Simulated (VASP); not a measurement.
# Rh (Im-3m) in VASP: a series of runs

The runs below take Rh through single point, with PBE.

All numbers are computed with VASP 6.6.1; they aren't measurements. Logs are shortened: lines on timing, memory, paths and dates and some standing lists are left out, and cuts for length are marked.

### Step 1. The cell of the first run

The structure is cubic, space group Im-3m (No. 229). Conventional cell: a = 2.953 Å, b = 2.953 Å, c = 2.953 Å, α = 90.00°, β = 90.00°, γ = 90.00°. Within 3.4 Å of Rh (site symmetry m-3m) lie 14 Rh at 2.56 to 2.95 Å.

### Step 2. Single point, PBE, collinear spin, zero start

INCAR reads:

```
ALGO = Normal
EDIFF = 1E-6
ENCUT = 500
GGA = PE
GGA_COMPAT = False
ISIF = 2
ISMEAR = -1
ISPIN = 2
LASPH = True
LCHARG = False
LMAXMIX = 4
LORBIT = 11
LREAL = False
LWAVE = False
MAGMOM = 0
NBANDS = 18
NELM = 200
PREC = Accurate
SIGMA = 0.1
```

KPOINTS reads:

```
k-points
0
Gamma
  8 8 8
```

POSCAR reads:

```
Rh
1.0
   -1.4766760000      1.4766760000      1.4766760000
    1.4766760000     -1.4766760000      1.4766760000
    1.4766760000      1.4766760000     -1.4766760000
Rh
1
Direct
    0.0000000000      0.0000000000      0.0000000000
```

Potentials or basis: VASP PAW PBE potentials, release 64 (Rh_pv).

The run is started by

```bash
cat potpaw_PBE.64/Rh_pv/POTCAR > POTCAR
mpirun -np 1 vasp_std > vasp.out
```

OUTCAR:

```text
EDIFF = 1E-6
   ENCUT = 500
   GGA = PE
   ISIF = 2
   ISMEAR = -1
   ISPIN = 2
   LASPH = True
   LORBIT = 11
   LREAL = False
   NELM = 200
   PREC = Accurate

 ion  position               nearest neighbor table
   1  0.000  0.000  0.000-

  LATTYP: Found a body centered cubic cell.
 ALAT       =     2.9533520000

  Lattice vectors:

 A1 = (  -1.4766760000,   1.4766760000,   1.4766760000)
 A2 = (   1.4766760000,  -1.4766760000,   1.4766760000)
 A3 = (   1.4766760000,   1.4766760000,  -1.4766760000)

Analysis of symmetry for initial positions (statically):
=====================================================================
 Subroutine PRICEL returns:
 Original cell was already a primitive cell.

 Routine SETGRP: Setting up the symmetry group for a
 body centered cubic supercell.

 Subroutine GETGRP returns: Found 48 space group operations
 (whereof 48 operations were pure point group operations)
 out of a pool of 48 trial point group operations.

The static configuration has the point symmetry O_h .

Analysis of symmetry for dynamics (positions and initial velocities):
=====================================================================
 Subroutine PRICEL returns:
 Original cell was already a primitive cell.

 Routine SETGRP: Setting up the symmetry group for a
 body centered cubic supercell.

 Subroutine GETGRP returns: Found 48 space group operations
 (whereof 48 operations were pure point group operations)
 out of a pool of 48 trial point group operations.

The dynamic configuration has the point symmetry O_h .

Analysis of structural, dynamic, and magnetic symmetry:
=====================================================================
 Subroutine PRICEL returns:
 Original cell was already a primitive cell.

 Routine SETGRP: Setting up the symmetry group for a
 body centered cubic supercell.

 Subroutine GETGRP returns: Found 48 space group operations
 (whereof 48 operations were pure point group operations)
 out of a pool of 48 trial point group operations.

The overall configuration has the point symmetry O_h .

 Subroutine INISYM returns: Found 48 space group operations
 (whereof 48 operations are pure point group operations),
 and found     1 'primitive' translations

----------------------------------------------------------------------------------------

                                     Primitive cell

  volume of cell :      12.8800

  direct lattice vectors                    reciprocal lattice vectors
    -1.476676000  1.476676000  1.476676000     0.000000000  0.338598311  0.338598311
     1.476676000 -1.476676000  1.476676000     0.338598311  0.000000000  0.338598311
     1.476676000  1.476676000 -1.476676000     0.338598311  0.338598311  0.000000000

  length of vectors
     2.557677858  2.557677858  2.557677858     0.478850324  0.478850324  0.478850324

  position of ions in fractional coordinates (direct lattice)
     0.000000000  0.000000000  0.000000000

  ion indices of the primitive-cell ions
   primitive index   ion index
                 1           1

----------------------------------------------------------------------------------------

 KPOINTS: k-points

Automatic generation of k-mesh.
 Grid dimensions read from file:
 generate k-points for:    8    8    8

 Generating k-lattice:

  Cartesian coordinates                     Fractional coordinates (reciprocal lattice)
     0.000000000  0.042324789  0.042324789     0.125000000  0.000000000  0.000000000
     0.042324789  0.000000000  0.042324789     0.000000000  0.125000000  0.000000000
     0.042324789  0.042324789  0.000000000     0.000000000  0.000000000  0.125000000

  Length of vectors
     0.059856291  0.059856291  0.059856291

  Shift w.r.t. Gamma in fractional coordinates (k-lattice)
     0.000000000  0.000000000  0.000000000

 Subroutine IBZKPT returns following result:
 ===========================================

 Found     29 irreducible k-points:

 Following reciprocal coordinates:
            Coordinates               Weight
  0.000000  0.000000  0.000000      1.000000
  0.125000  0.000000  0.000000     12.000000
  0.250000  0.000000  0.000000     12.000000
  0.375000  0.000000  0.000000     12.000000
  0.500000  0.000000  0.000000      6.000000
  0.125000  0.125000  0.000000     24.000000
[... 16 lines left out ...]
 -0.250000  0.250000  0.250000      6.000000
 -0.375000  0.375000  0.250000     24.000000
 [... further k-points ...]
   k-points           NKPTS =     29   k-points in BZ     NKDIM =     29   number of bands    NBANDS=     18
   number of dos      NEDOS =    301   number of ions     NIONS =      1
   total plane-waves  NPLWV =   8000
   dimension x,y,z NGX =    20 NGY =   20 NGZ =   20
   dimension x,y,z NGXF=    40 NGYF=   40 NGZF=   40
   ions per type =               1
   NGX,Y,Z   is equivalent  to a cutoff of  13.00, 13.00, 13.00 a.u.
   NGXF,Y,Z  is equivalent  to a cutoff of  26.00, 26.00, 26.00 a.u.
 SYSTEM =  unknown system
   PREC   = accura    normal or accurate (medium, high low for compatibility)
   ISTART =      0    job   : 0-new  1-cont  2-samecut
   ICHARG =      2    charge: 1-file 2-atom 10-const
   ISPIN  =      2    spin polarized calculation?
   LNONCOLLINEAR =      F non collinear calculations
   LSORBIT =      F    spin-orbit coupling
   LASPH  =      T    aspherical Exc in radial PAW
   ENCUT  =  500.0 eV  36.75 Ry    6.06 a.u.   4.66  4.66  4.66*2*pi/ulx,y,z
   NELM   =    200;   NELMIN=  2; NELMDL= -5     # of ELM steps
   EDIFF  = 0.1E-05   stopping-criterion for ELM
   LREAL  =      F    real-space projection
   EDIFFG = 0.1E-04   stopping-criterion for IOM
   NSW    =      0    number of steps for IOM
   IBRION =     -1    ionic relax: 0-MD 1-quasi-New 2-CG
   NFREE  =      0    steps in history (QN), initial steepest desc. (CG)
   ISIF   =      2    stress and relaxation
   ISYM   =      2    0-nonsym 1-usesym 2-fastsym
   POTIM  = 0.5000    time-step for ionic-motion
   TEBEG  =    0.0;   TEEND  =   0.0 temperature during run
   PSTRESS=    0.0 pullay stress
   NELECT =      15.0000    total number of electrons
   NUPDOWN=      -1.0000    fix difference up-down
   EMIN   =  10.00;   EMAX   =-10.00  energy-range for DOS
   EFERMI =   0.00;   METHOD = LEGACY
   ISMEAR =    -1;   SIGMA  =   0.10  broadening in eV -4-tet -1-fermi 0-gaus
   EFERMI_NEDOS =   21; number of points for ismear=-14 and -15
   IALGO  =     38    algorithm
   IMIX   =      4    mixing-type and parameters
     AMIX     =   0.40;   BMIX     =  1.00
     AMIX_MAG =   1.60;   BMIX_MAG =  1.00
  volume/ion in A,a.u.               =      12.88        86.92
  Fermi-wavevector in a.u.,A,eV,Ry     =   1.722397  3.254859 40.363764  2.966653
  Thomas-Fermi vector in A             =   2.798470
   LORBIT       =     11    0 simple, 1 ext, 2 COOP (PROOUT), +10 PAW based schemes
   GGA     = PE    functional components
   LHFCALC =     F    Hartree Fock is set to
   AEXX    =    0.0000 exact exchange contribution
   IVDW    =     0    specifies the selected vdW correction
   LEPSILON=     F    determine dielectric tensor
   LRPA    =     F    only Hartree local field effects (RPA)
 spin polarized calculation
  energy-cutoff  :      500.00
  volume of cell :       12.88
 maximum number of plane-waves:       337
   NGX =  9   NGY =  9   NGZ =  9

 number of electron      15.0000006 magnetization       0.0000261

 Free energy of the ion-electron system (eV)
  ---------------------------------------------------
  ext. energy  EPLUGINS =         0.00000000
  ---------------------------------------------------
  free energy    TOTEN  =        -6.77231883 eV

  energy without entropy =       -6.70867944  energy(sigma->0) =       -6.74049913

 E-fermi :  12.9679     XC(G=0): -14.4374

 val. band max:       12.9639285013   @ k =  -0.3750  -0.3750   0.1250
 cond. band min:      13.0460931981   @ k =   0.2500   0.2500   0.0000
 fundamental gap:      0.0821646969
 Fermi energy:        12.9679223716

 spin component 1

 k-point     1 :       0.0000    0.0000    0.0000
  band No.  band energies     occupation
      1     -33.1861      1.00000
      2     -33.1861      1.00000
      3     -33.1861      1.00000
      4       4.7043      1.00000
      5       9.6608      1.00000
      6       9.6608      1.00000
[... 10 lines left out ...]
     17      46.3987      0.00000
     18      46.3987      0.00000

 k-point     2 :       0.1250    0.0000    0.0000
  band No.  band energies     occupation
      1     -33.3283      1.00000
      2     -33.2323      1.00000
      3     -33.1863      1.00000
      4       5.3829      1.00000
      5       9.3723      1.00000
      6       9.6438      1.00000
[... 10 lines left out ...]
     17      45.5171      0.00000
     18      50.7115      0.00000
[... 442 lines left out ...]
 k-point    24 :      -0.3750    0.3750    0.2500
  band No.  band energies     occupation
      1     -33.8827      1.00000
      2     -33.6274      1.00000
      3     -33.5353      1.00000
      4       7.7515      1.00000
      5       8.3006      1.00000
      6      10.4853      1.00000
[... 10 lines left out ...]
     17      45.8190      0.00000
     18      47.9972      0.00000

 [... further k-points ...]

 spin component 2

 k-point     1 :       0.0000    0.0000    0.0000
  band No.  band energies     occupation
      1     -33.1861      1.00000
      2     -33.1861      1.00000
      3     -33.1861      1.00000
      4       4.7043      1.00000
      5       9.6608      1.00000
      6       9.6608      1.00000
[... 10 lines left out ...]
     17      46.3987      0.00000
     18      46.3987      0.00000

 k-point     2 :       0.1250    0.0000    0.0000
  band No.  band energies     occupation
      1     -33.3283      1.00000
      2     -33.2323      1.00000
      3     -33.1863      1.00000
      4       5.3829      1.00000
      5       9.3723      1.00000
      6       9.6439      1.00000
[... 10 lines left out ...]
     17      45.5171      0.00000
     18      50.7116      0.00000
[... 442 lines left out ...]
 k-point    24 :      -0.3750    0.3750    0.2500
  band No.  band energies     occupation
      1     -33.8827      1.00000
      2     -33.6274      1.00000
      3     -33.5353      1.00000
      4       7.7516      1.00000
      5       8.3006      1.00000
      6      10.4853      1.00000
[... 10 lines left out ...]
     17      45.8190      0.00000
     18      47.9973      0.00000

 [... further k-points ...]
[... 5 lines left out ...]
  --------------------------------------------------------------------------------------
  -------------------------------------------------------------------------------------
  Total        2.9943205      2.9943205      2.9943205      0.0000000     -0.0000000      0.0000000
  in kB      372.4716582    372.4716582    372.4716582      0.0000000     -0.0000000      0.0000000
  external PRESSURE =     372.4716582 kB  Pullay stress =       0.0000000 kB

 VOLUME and BASIS-vectors are now :
 -----------------------------------------------------------------------------
  energy-cutoff  :      500.00
  volume of cell :       12.88
      direct lattice vectors                 reciprocal lattice vectors
    -1.476676000  1.476676000  1.476676000     0.000000000  0.338598311  0.338598311
     1.476676000 -1.476676000  1.476676000     0.338598311  0.000000000  0.338598311
     1.476676000  1.476676000 -1.476676000     0.338598311  0.338598311  0.000000000

 POSITION                                       TOTAL-FORCE (eV/Angst)
 -----------------------------------------------------------------------------------
      0.00000      0.00000      0.00000        -0.000000     -0.000000     -0.000000
 -----------------------------------------------------------------------------------
    total drift:                                0.000000     -0.000000      0.000000

  FREE ENERGIE OF THE ION-ELECTRON SYSTEM (eV)
  ---------------------------------------------------
  free  energy   TOTEN  =        -6.7723188256 eV

  energy  without entropy=       -6.7086794351  energy(sigma->0) =       -6.74049913

 total charge

# of ion       s       p       d       tot
------------------------------------------
    1        0.431   6.324   7.186  13.942

 magnetization (x)

# of ion       s       p       d       tot
------------------------------------------
    1        0.000   0.000   0.000   0.000
```

Wall time 5.8 s (1 thread of Intel Xeon 6975P-C (Granite Rapids), shared host); peak memory 0.13 GiB.

Results:

| Property | Result |
| --- | --- |
| Free energy | -6.7723 eV |
| Pressure | 37.2 GPa |
| Net moment | 0.00 μB per cell |
| Valence electrons inside the program's atomic spheres | Rh 13.94 |

Levels at points of the mesh, in eV from the Fermi level:
Spin up:
```tsv
k point	band 6	band 7	band 8	band 9	band 10	band 11
(0.00, 0.00, 0.00)	-3.31	-3.31	-0.56	-0.56	18.55	18.55
(0.50, 0.00, 0.00)	-0.60	-0.14	1.30	1.83	10.30	14.73
(0.50, 0.50, 0.50)	1.23	1.23	1.23	9.90	9.90	9.90
```
Spin down:
| k point | band 6 | band 7 | band 8 | band 9 | band 10 | band 11 |
| --- | --- | --- | --- | --- | --- | --- |
| (0.00, 0.00, 0.00) | -3.31 | -3.31 | -0.56 | -0.56 | 18.55 | 18.55 |
| (0.50, 0.00, 0.00) | -0.60 | -0.14 | 1.30 | 1.83 | 10.30 | 14.73 |
| (0.50, 0.50, 0.50) | 1.23 | 1.23 | 1.23 | 9.90 | 9.90 | 9.90 |

Caveat: the k points lie up to 0.38 Å⁻¹ apart.

### Step 3. Single point, PBE, collinear spin, zero start

INCAR reads:

```
SYSTEM = Rh
PREC = Accurate
ENCUT = 500
EDIFF = 1E-6
ISMEAR = -1
SIGMA = 0.1
LREAL = .FALSE.
LASPH = .TRUE.
NELM = 200
ALGO = Normal
ISIF = 2
LWAVE = .FALSE.
LCHARG = .TRUE.
ISPIN = 2
MAGMOM = 0
LORBIT = 11
LMAXMIX = 4
GGA = PE
LELF = .TRUE.
LVHAR = .TRUE.
NBANDS = 18
GGA_COMPAT = .FALSE.
```

KPOINTS reads:

```
Automatic mesh
0
G
  8 8 8
  0 0 0
```

POSCAR is that of step 2.

Potentials or basis: VASP PAW PBE potentials, release 64 (Rh_pv).

The run is started by

```bash
cat potpaw_PBE.64/Rh_pv/POTCAR > POTCAR
mpirun -np 1 vasp_std > vasp.out
```

Wall time 5.9 s (1 thread of Intel Xeon 6975P-C (Granite Rapids), shared host); peak memory 0.13 GiB.

It converged, with:

- Free energy: -6.7723 eV
- Pressure: 37.2 GPa
- Net moment: 0.00 μB per cell
- Valence electrons inside the program's atomic spheres: Rh 13.94

Levels at points of the mesh, in eV from the Fermi level:
Spin up:
```tsv
k point	band 4	band 5	band 6	band 7	band 8	band 9	band 10	band 11	band 12	band 13
(0.00, 0.00, 0.00)	-8.26	-3.31	-3.31	-3.31	-0.56	-0.56	18.55	18.55	18.55	20.84
(0.50, 0.00, 0.00)	-6.55	-5.03	-0.60	-0.14	1.30	1.83	10.30	14.73	19.45	20.84
(0.50, 0.50, 0.50)	-6.64	-6.64	1.23	1.23	1.23	9.90	9.90	9.90	20.45	20.45
```
Spin down:
```
           k point  band 5  band 6  band 7  band 8  band 9  band 10  band 11  band 12
(0.00, 0.00, 0.00)   -3.31   -3.31   -3.31   -0.56   -0.56    18.55    18.55    18.55
(0.50, 0.00, 0.00)   -5.03   -0.60   -0.14    1.30    1.83    10.30    14.73    19.45
(0.50, 0.50, 0.50)   -6.64    1.23    1.23    1.23    9.90     9.90     9.90    20.45
```

Caveat: the k points lie up to 0.38 Å⁻¹ apart.
